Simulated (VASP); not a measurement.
# Al2B2As (P4/mmm) in VASP: a series of runs, part 2 of 2

VASP 6.6.1. The steps go on from the part before.

### 4 Relaxation of cell and atoms, PBE

This run uses another cell than the first one, of 16.18 Å³/atom, 1.179 times its volume.

Contents of INCAR:

```
SYSTEM = Al2B2As
PREC     = Accurate       ! precision mode
ENCUT    = 600            ! plane-wave cutoff, eV
EDIFF    = 1E-7           ! SCF threshold, eV
ISMEAR   = 0              ! smearing method
SIGMA    = 0.1            ! smearing width, eV
LREAL    = .FALSE.        ! projectors in reciprocal space
LASPH    = .TRUE.         ! aspherical terms in the spheres
NELM     = 100            ! most SCF steps
ALGO     = Normal         ! electronic algorithm
ISIF     = 3              ! what is computed and relaxed
LWAVE    = .FALSE.        ! write WAVECAR
LCHARG   = .FALSE.        ! write CHGCAR
GGA      = PE             ! functional
IBRION   = 2              ! ionic algorithm
NSW      = 90             ! ionic steps
EDIFFG   = -0.04          ! ionic threshold
```

Contents of KPOINTS:

```
Automatic mesh
0
G
  6 6 4
  0 0 0
```

Contents of POSCAR:

```
Al2B2As
1.0
    3.4857392200      0.0000000000      0.0000000000
    0.0000000000      3.4857392200      0.0000000000
    0.0000000000      0.0000000000      6.6591644300
Al B As
2 2 1
Direct
    0.5000000000      0.5000000000      0.7854387100
    0.5000000000      0.5000000000      0.2145612900
    0.0000000000      0.0000000000      0.5000000000
    0.5000000000      0.5000000000      0.5000000000
    0.0000000000      0.0000000000      0.0000000000
```

Launch:

```console
cat potpaw_PBE.64/Al/POTCAR potpaw_PBE.64/B/POTCAR potpaw_PBE.64/As/POTCAR > POTCAR
mpirun -np 1 vasp_std > vasp.out
```

Wall time 4.6 min (1 thread of Intel Xeon 6975P-C (Granite Rapids), shared host); peak memory 0.23 GiB.

Results (log left out):

| Property | Result |
| --- | --- |
| Free energy | -21.7627 eV |
| Relaxed volume | 13.67 Å³/atom |
| Relaxed cell | a = 2.773 Å, b = 2.773 Å, c = 8.888 Å, α = 90.00°, β = 90.00°, γ = 90.00° |
| Space group after relaxing (to 0.05 Å) | P4/mmm (No. 123) |
| Energy gained by relaxing | 324.5 meV/atom |
| Ionic steps | 25 |
| Pressure after relaxing | 0.0 GPa |
| Largest force after relaxing | 0.018 eV/Å |

Forces in eV/Å, atoms in the order of the input:
```
Al   0.000  0.000 -0.018
Al   0.000  0.000  0.018
B    0.000  0.000  0.000
B    0.000  0.000  0.000
As   0.000  0.000  0.000
```

Stress tensor (GPa, compression positive):
```
-0.24  0.00  0.00
 0.00 -0.24  0.00
 0.00  0.00  0.34
```

Step by step:
| step | energy change (eV) | largest force (eV/Å) | pressure (GPa) | volume (Å³) |
| --- | --- | --- | --- | --- |
| 1 | 0.0000 | 2.8905 | -4.97 | 80.91 |
| 2 | -0.7819 | 0.8091 | -5.15 | 74.89 |
| 3 | -0.7818 | 0.7458 | -5.24 | 75.04 |
| 4 | -0.9146 | 0.9445 | 1.04 | 69.15 |
| 5 | -0.9162 | 0.9677 | 1.80 | 68.55 |
| 6 | -1.0493 | 0.4238 | 3.38 | 66.72 |
| 7 | -1.0777 | 0.2721 | 4.59 | 65.78 |
| 8 | -1.0972 | 0.0650 | 7.51 | 63.88 |
| 9 | -1.1851 | 0.1797 | 4.40 | 65.29 |
| 10 | -1.2065 | 0.0874 | 3.52 | 65.93 |
| 11 | -1.2891 | 0.1852 | 1.44 | 67.18 |
| 12 | -1.4326 | 0.1224 | -2.81 | 69.60 |
| 13 | -1.4356 | 0.1266 | -3.30 | 69.97 |
| 14 | -1.5002 | 0.3038 | -2.56 | 69.18 |
| 15 | -1.5941 | 0.2613 | 2.62 | 66.44 |
| 16 | -1.5925 | 0.3368 | 0.78 | 67.19 |
| 17 | -1.6002 | 0.3119 | 1.47 | 66.85 |
| 18 | -1.5999 | 0.2844 | 1.90 | 66.68 |
| 19 | -1.6004 | 0.2962 | 1.70 | 66.76 |
| 20 | -1.5920 | 0.1907 | 2.16 | 67.40 |
| 21 | -1.6049 | 0.2237 | 1.87 | 66.98 |
| 22 | -1.6204 | 0.1230 | -0.48 | 68.60 |
| 23 | -1.6204 | 0.1204 | -0.54 | 68.65 |
| 24 | -1.6225 | 0.0500 | -0.19 | 68.43 |
| 25 | -1.6227 | 0.0184 | -0.04 | 68.33 |

Final structure:
```
CELL_PARAMETERS angstrom
2.77277 0.00000 0.00000
0.00000 2.77277 0.00000
0.00000 0.00000 8.88769
ATOMIC_POSITIONS crystal
Al 0.50000 0.50000 0.74275
Al 0.50000 0.50000 0.25725
B 0.00000 0.00000 0.50000
B 0.50000 0.50000 0.50000
As 0.00000 0.00000 0.00000
```

Levels at points of the mesh, in eV from the Fermi level:
```csv
k point,band 4,band 5,band 6,band 7,band 8,band 9,band 10,band 11,band 12
"(0.00, 0.00, 0.00)",-5.76,-5.20,-0.02,-0.02,1.78,3.63,3.63,3.96,6.14
"(0.50, 0.00, 0.00)",-7.18,-4.91,-4.79,-1.30,-0.96,-0.87,-0.44,4.37,4.45
"(0.50, 0.50, 0.00)",-4.31,-4.26,-4.26,-3.15,-1.15,-0.76,-0.10,-0.10,0.23
"(0.00, 0.00, 0.50)",-8.18,-2.20,-1.26,-0.02,-0.02,3.62,3.62,5.83,6.38
"(0.50, 0.00, 0.50)",-7.35,-4.21,-3.97,-3.35,-2.89,1.94,2.47,4.37,4.45
"(0.50, 0.50, 0.50)",-4.32,-4.32,-4.31,-3.21,-1.30,-0.26,0.63,0.66,0.66
```

Caveat: the volume moved by over 15 % at a fixed basis, so the end points are rough.

### 5 Single point, PBE

This run uses another cell than the first one, of the same volume but with other edges.

Contents of INCAR:

```
ALGO     = Normal         # electronic algorithm
EDIFF    = 1E-6           # SCF threshold, eV
ENCUT    = 520            # plane-wave cutoff, eV
GGA      = PE             # functional
ISIF     = 2              # what is computed and relaxed
ISMEAR   = 0              # smearing method
LASPH    = T              # aspherical terms in the spheres
LCHARG   = F              # write CHGCAR
LREAL    = F              # projectors in reciprocal space
LWAVE    = F              # write WAVECAR
NBANDS   = 16             # bands
NELM     = 60             # most SCF steps
PREC     = Accurate       # precision mode
SIGMA    = 0.1            # smearing width, eV
```

Contents of KPOINTS:

```
k-points
0
Gamma
  14 14 4
```

Contents of POSCAR:

```
Al2B2As
1.0
    2.7445746473      0.0000000000      0.0000000000
    0.0000000000      2.7445746473      0.0000000000
    0.0000000000      0.0000000000      9.1127793232
Al B As
2 2 1
Direct
    0.5000000000      0.5000000000      0.7408186484
    0.5000000000      0.5000000000      0.2591813516
    0.0000000000      0.0000000000      0.5000000000
    0.5000000000      0.5000000000      0.5000000000
    0.0000000000      0.0000000000      0.0000000000
```

Potentials or basis: VASP PAW PBE potentials, release 64 (Al, B, As).

Launch:

```console
cat potpaw_PBE.64/Al/POTCAR potpaw_PBE.64/B/POTCAR potpaw_PBE.64/As/POTCAR > POTCAR
mpirun -np 1 vasp_std > vasp.out
```

OUTCAR:

```text
EDIFF = 1E-6
   ENCUT = 520
   GGA = PE
   ISIF = 2
   ISMEAR = 0
   LASPH = T
   LREAL = F
   NELM = 60
   PREC = Accurate

 ion  position               nearest neighbor table
   1  0.500  0.500  0.741-   4 2.19   5 3.06   5 3.06   5 3.06   5 3.06
   2  0.500  0.500  0.259-   4 2.19   5 3.06   5 3.06   5 3.06   5 3.06
   3  0.000  0.000  0.500-   4 1.94   4 1.94   4 1.94   4 1.94
   4  0.500  0.500  0.500-   3 1.94   3 1.94   3 1.94   3 1.94   1 2.19   2 2.19
[... 655 lines left out ...]
 [... further k-points ...]
[... 5 lines left out ...]
  --------------------------------------------------------------------------------------
  -------------------------------------------------------------------------------------
  Total        0.0187734      0.0187734      0.0249064      0.0000000      0.0000000     -0.0000000
  in kB        0.4381807      0.4381807      0.5813281      0.0000000      0.0000000     -0.0000000
  external PRESSURE =       0.4858965 kB  Pullay stress =       0.0000000 kB

 VOLUME and BASIS-vectors are now :
 -----------------------------------------------------------------------------
  energy-cutoff  :      520.00
  volume of cell :       68.64
      direct lattice vectors                 reciprocal lattice vectors
     2.744574647  0.000000000  0.000000000     0.364355184  0.000000000  0.000000000
     0.000000000  2.744574647  0.000000000     0.000000000  0.364355184  0.000000000
     0.000000000  0.000000000  9.112779323     0.000000000  0.000000000  0.109736005

 POSITION                                       TOTAL-FORCE (eV/Angst)
 -----------------------------------------------------------------------------------
      1.37229      1.37229      6.75092         0.000000      0.000000     -0.001996
      1.37229      1.37229      2.36186         0.000000     -0.000000      0.001996
      0.00000      0.00000      4.55639        -0.000000      0.000000      0.000000
      1.37229      1.37229      4.55639        -0.000000      0.000000      0.000000
      0.00000      0.00000      0.00000        -0.000000      0.000000      0.000000
 -----------------------------------------------------------------------------------
    total drift:                               -0.000000      0.000000      0.000000

  FREE ENERGIE OF THE ION-ELECTRON SYSTEM (eV)
  ---------------------------------------------------
  free  energy   TOTEN  =       -21.8675046939 eV

  energy  without entropy=      -21.8565956587  energy(sigma->0) =      -21.86205018
```

stdout:

```text
POSCAR found type information on POSCAR AlB As
 POSCAR found :  3 types and       5 ions
 scaLAPACK will be used
 LDA part: xc-table for (Slater+PW92), standard interpolation
 POSCAR, INCAR and KPOINTS ok, starting setup
 FFT: planning ... GRIDC
 FFT: planning ... GRID_SOFT
 FFT: planning ... GRID
 WAVECAR not read
 entering main loop
```

Wall time 44 s (1 thread of Intel Xeon 6975P-C (Granite Rapids), shared host); peak memory 0.26 GiB.

Results:

```yaml
Free_energy: -21.8675 eV
Pressure: 0.0 GPa
```

Levels at points of the mesh, in eV from the Fermi level:
```tsv
k point	band 5	band 6	band 7	band 8	band 9	band 10	band 11	band 12
(0.00, 0.00, 0.00)	-5.79	-0.13	-0.13	0.99	3.19	3.90	3.90	6.35
(0.50, 0.00, 0.00)	-4.99	-4.92	-1.54	-1.44	-1.05	-0.94	4.38	4.43
(0.50, 0.50, 0.00)	-4.25	-4.25	-3.21	-1.14	-0.68	-0.20	-0.20	0.37
(0.00, 0.00, 0.50)	-2.79	-1.93	-0.13	-0.13	3.89	3.89	5.90	6.40
(0.50, 0.00, 0.50)	-4.29	-4.18	-3.63	-3.07	1.45	1.65	1.99	3.59
(0.50, 0.50, 0.50)	-4.29	-4.29	-3.26	-1.25	-0.19	0.52	0.52	0.73
```

### 6 Relaxation of cell and atoms, PBE

Contents of INCAR:

```
SYSTEM = Al2B2As
  ALGO = Normal
  EDIFF = 1E-6
  EDIFFG = -0.01
  ENCUT = 600
  GGA = PE
  IBRION = 2
  ISIF = 3
  ISMEAR = 0
  LASPH = .TRUE.
  LCHARG = .FALSE.
  LREAL = .FALSE.
  LWAVE = .FALSE.
  NELM = 80
  NSW = 100
  PREC = Accurate
  SIGMA = 0.1
```

Contents of KPOINTS:

```
k-points
0
G
  14 14 4
  0 0 0
```

Contents of POSCAR:

```
Al2B2As
1.0
    2.7719514538      0.0000000000      0.0000000000
    0.0000000000      2.7719514538      0.0000000000
    0.0000000000      0.0000000000      8.9309970172
Al B As
2 2 1
Direct
    0.5000000000      0.5000000000      0.7416699612
    0.5000000000      0.5000000000      0.2583300388
    0.0000000000      0.0000000000      0.5000000000
    0.5000000000      0.5000000000      0.5000000000
    0.0000000000      0.0000000000      0.0000000000
```

Potentials or basis: VASP PAW PBE potentials, release 64 (Al, B, As).

Launch:

```console
cat potpaw_PBE.64/Al/POTCAR potpaw_PBE.64/B/POTCAR potpaw_PBE.64/As/POTCAR > POTCAR
mpirun -np 1 vasp_std > vasp.out
```

OUTCAR:

```text
SYSTEM = Al2B2As
   EDIFF = 1E-6
   EDIFFG = -0.01
   ENCUT = 600
   GGA = PE
   IBRION = 2
   ISIF = 3
   ISMEAR = 0
   LASPH = .TRUE.
   LREAL = .FALSE.
   NELM = 80
   NSW = 100
   PREC = Accurate

 ion  position               nearest neighbor table
   1  0.500  0.500  0.742-   4 2.16   5 3.03   5 3.03   5 3.03   5 3.03
   2  0.500  0.500  0.258-   4 2.16   5 3.03   5 3.03   5 3.03   5 3.03
   3  0.000  0.000  0.500-   4 1.96   4 1.96   4 1.96   4 1.96
   4  0.500  0.500  0.500-   3 1.96   3 1.96   3 1.96   3 1.96   1 2.16   2 2.16
   5  0.000  0.000  0.000-   1 3.03   2 3.03   1 3.03   2 3.03   1 3.03   2 3.03   1 3.03   2 3.03

  LATTYP: Found a simple tetragonal cell.
 ALAT       =     2.7719514538
 C/A-ratio  =     3.2219168214

  Lattice vectors:

 A1 = (   2.7719514538,   0.0000000000,   0.0000000000)
 A2 = (   0.0000000000,   2.7719514538,   0.0000000000)
 A3 = (   0.0000000000,   0.0000000000,   8.9309970172)

Analysis of symmetry for initial positions (statically):
=====================================================================
 Subroutine PRICEL returns:
 Original cell was already a primitive cell.

 Routine SETGRP: Setting up the symmetry group for a
 simple tetragonal supercell.

 Subroutine GETGRP returns: Found 16 space group operations
 (whereof 16 operations were pure point group operations)
 out of a pool of 16 trial point group operations.

The static configuration has the point symmetry D_4h.

Analysis of symmetry for dynamics (positions and initial velocities):
[... 438 lines left out ...]
--------------------------------------- Ionic step        8  -------------------------------------------

 number of electron      17.0000000 magnetization

 Free energy of the ion-electron system (eV)
  ---------------------------------------------------
  ext. energy  EPLUGINS =         0.00000000
  ---------------------------------------------------
  free energy    TOTEN  =       -21.86903720 eV

  energy without entropy =      -21.85826572  energy(sigma->0) =      -21.86365146

 E-fermi :   7.0868     XC(G=0): -10.6354

 val. band max:        7.0644671738   @ k =   0.3571   0.2143   0.5000
 cond. band min:       7.1095053762   @ k =   0.5000   0.5000   0.2500
 fundamental gap:      0.0450382024
 Fermi energy:         7.0867911809

 k-point     1 :       0.0000    0.0000    0.0000
  band No.  band energies     occupation
      1      -7.3764      2.00000
      2      -5.8030      2.00000
      3      -2.5771      2.00000
      4       1.0372      2.00000
      5       1.3110      2.00000
      6       6.9489      1.94882
      7       6.9489      1.94882
      8       8.0996      0.00000
      9      10.3007      0.00000
     10      10.9639      0.00000
     11      10.9639      0.00000
     12      13.4324      0.00000
[... 331 lines left out ...]
 k-point    24 :       0.3571    0.2143    0.0000
  band No.  band energies     occupation
      1      -4.3300      2.00000
      2      -3.0282      2.00000
      3       0.7453      2.00000
      4       1.3416      2.00000
      5       2.4736      2.00000
      6       4.0080      2.00000
      7       4.5339      2.00000
      8       5.9339      2.00000
      9       6.3654      2.00000
     10       7.6160      0.00000
     11       8.7711      0.00000
     12       9.3812      0.00000

 [... further k-points ...]
[... 5 lines left out ...]
  --------------------------------------------------------------------------------------
  -------------------------------------------------------------------------------------
  Total        0.0346568      0.0346568      0.0363555      0.0000000     -0.0000000      0.0000000
  in kB        0.8095836      0.8095836      0.8492658      0.0000000     -0.0000000      0.0000000
  external PRESSURE =       0.8228110 kB  Pullay stress =       0.0000000 kB
[... 20 lines left out ...]
  FREE ENERGIE OF THE ION-ELECTRON SYSTEM (eV)
  ---------------------------------------------------
  free  energy   TOTEN  =       -21.8690372011 eV

  energy  without entropy=      -21.8582657180  energy(sigma->0) =      -21.86365146

 reached required accuracy - stopping structural energy minimisation
```

OSZICAR:

```text
N       E                     dE             d eps       ncg     rms          rms(c)
DAV:   1     0.354113945231E+02    0.35411E+02   -0.73697E+03  2592   0.131E+03
[... 56 lines left out ...]
       N       E                     dE             d eps       ncg     rms          rms(c)
DAV:   1    -0.218693229249E+02   -0.66002E-03   -0.26060E-02  2772   0.117E+00    0.814E-02
DAV:   2    -0.218690921233E+02    0.23080E-03   -0.14346E-03  3200   0.278E-01    0.401E-02
DAV:   3    -0.218690502125E+02    0.41911E-04   -0.11476E-04  3276   0.715E-02    0.219E-02
DAV:   4    -0.218690386520E+02    0.11560E-04   -0.21846E-05  3060   0.327E-02    0.862E-03
DAV:   5    -0.218690371957E+02    0.14563E-05   -0.56939E-06  3100   0.151E-02    0.238E-03
DAV:   6    -0.218690372011E+02   -0.54055E-08   -0.36954E-07  1420   0.444E-03
   8 F= -.21869037E+02 E0= -.21863651E+02  d E =-.691167E-03
```

CONTCAR:

```text
Al2B2As
   1.00000000000000
     2.7450895506335962    0.0000000000000000   -0.0000000000000000
     0.0000000000000000    2.7450895506335962    0.0000000000000000
     0.0000000000000000    0.0000000000000000    9.1017339032550026
  Al              B               As
     2     2     1
Direct
     0.5000000000000000    0.5000000000000000    0.7410361384992432
     0.5000000000000000    0.5000000000000000    0.2589638615007568
     0.0000000000000000    0.0000000000000000    0.5000000000000000
     0.5000000000000000    0.5000000000000000    0.5000000000000000
     0.0000000000000000    0.0000000000000000    0.0000000000000000

  0.00000000E+00  0.00000000E+00  0.00000000E+00
  0.00000000E+00  0.00000000E+00  0.00000000E+00
  0.00000000E+00  0.00000000E+00  0.00000000E+00
  0.00000000E+00  0.00000000E+00  0.00000000E+00
  0.00000000E+00  0.00000000E+00  0.00000000E+00
```

Wall time 2.5 min (1 thread of Intel Xeon 6975P-C (Granite Rapids), shared host); peak memory 0.29 GiB.

What came out:

* Free energy: -21.8690 eV
* Relaxed volume: 13.72 Å³/atom
* Relaxed cell: a = 2.745 Å, b = 2.745 Å, c = 9.102 Å, α = 90.00°, β = 90.00°, γ = 90.00°
* Space group after relaxing (to 0.05 Å): P4/mmm (No. 123)
* Energy gained by relaxing: 2.2 meV/atom
* Ionic steps: 8
* Pressure after relaxing: 0.1 GPa
* Largest force after relaxing: 0.007 eV/Å

Forces in eV/Å, atoms in the order of the input:
```
Al   0.000  0.000 -0.007
Al   0.000  0.000  0.007
B    0.000  0.000  0.000
B    0.000  0.000  0.000
As   0.000  0.000  0.000
```

The path:
```tsv
step	energy change (eV)	largest force (eV/Å)	pressure (GPa)	volume (Å³)
1	0.0000	0.0710	-0.54	68.62
2	-0.0079	0.0068	0.30	68.17
3	-0.0086	0.0259	0.75	67.94
4	-0.0087	0.0200	0.67	67.98
5	-0.0104	0.0494	0.03	68.48
6	-0.0104	0.0540	-0.07	68.57
7	-0.0107	0.0398	-0.02	68.57
8	-0.0111	0.0066	0.08	68.59
```

Final structure:
```
CELL_PARAMETERS angstrom
2.74509 0.00000 0.00000
0.00000 2.74509 0.00000
0.00000 0.00000 9.10173
ATOMIC_POSITIONS crystal
Al 0.50000 0.50000 0.74104
Al 0.50000 0.50000 0.25896
B 0.00000 0.00000 0.50000
B 0.50000 0.50000 0.50000
As 0.00000 0.00000 0.00000
```

### 7 Overview

| task | cell | k mesh | cutoff (eV) | gap on the mesh (eV) | pressure (GPa) | relaxed volume (Å³/atom) | largest force (eV/Å) |
| --- | --- | --- | --- | --- | --- | --- | --- |
| single point | a = 2.772, b = 2.772, c = 8.931 Å, 5 atoms | 6 × 6 × 4 | 520 | none | -0.3 | - | - |
| single point | a = 3.486, b = 3.486, c = 6.659 Å, 5 atoms | 6 × 6 × 4 | 520 | none | -5.0 | - | 2.89 |
| relaxation of cell and atoms | relaxed from a = 3.486, b = 3.486, c = 6.659 Å, 5 atoms | 6 × 6 × 4 | 600 | none | 0.0 | 13.67 | 0.02 |
| single point | a = 2.745, b = 2.745, c = 9.113 Å, 5 atoms | 14 × 14 × 4 | 520 | none | 0.0 | - | - |
| relaxation of cell and atoms | relaxed from a = 2.772, b = 2.772, c = 8.931 Å, 5 atoms | 14 × 14 × 4 | 600 | none | 0.1 | 13.72 | 0.01 |

Alike in all rows: level PBE; potentials or basis VASP PAW PBE potentials, release 64 (Al, B, As); no spin polarisation; smearing gaussian 0.1 eV.

Caveats: some runs use coarse meshes; forces of over 1 eV/Å act on the atoms, so gaps and moduli don't describe the material at rest (some runs); the volume moved by over 15 % at a fixed basis, so the end points are rough (some runs).

Total energies depend on the potentials used, so only differences within one code and one set of settings carry meaning.
